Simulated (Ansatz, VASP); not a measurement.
## Two plane-wave programs on MoS2

```xyz
3
Lattice="3.1841 0.0000 0.0000 -1.5921 2.7575 0.0000 0.0000 0.0000 17.3346" Properties=species:S:1:pos:R:3 pbc="T T T"
Mo    0.0000    0.0000    0.0000
S     0.0000    1.8384   15.7833
S     0.0000    1.8384    1.5513
```

Alike in both runs: functional r2SCAN50; k mesh 5 × 5 × 1; occupations fermi-dirac, width 0.05 eV; no spin polarisation.

```csv
,VASP,Ansatz
version,VASP 6.6.1,Ansatz 0.2.0
potentials or method,"VASP PAW PBE potentials, release 64 (Mo_sv, S)",Ansatz PAW
plane-wave cutoff (eV),520,500
valence electrons in the cell,26,26
task,single point,band structure
```

VASP gave:

```
gap on the k mesh at the Fermi level (eV) : 4.70
rms of the force components (eV/Å)        : 0.388
```

Q: What did Ansatz give for the same quantities?

A: gap on the k mesh at the Fermi level (eV): 4.62; rms of the force components (eV/Å): 0.381.

VASP's potentials were made for PBE, not for r2SCAN50. Atom by atom the forces differ by 0.007 eV/Å (rms over components).

The k mesh is coarse, so the values compare programs but aren't converged.
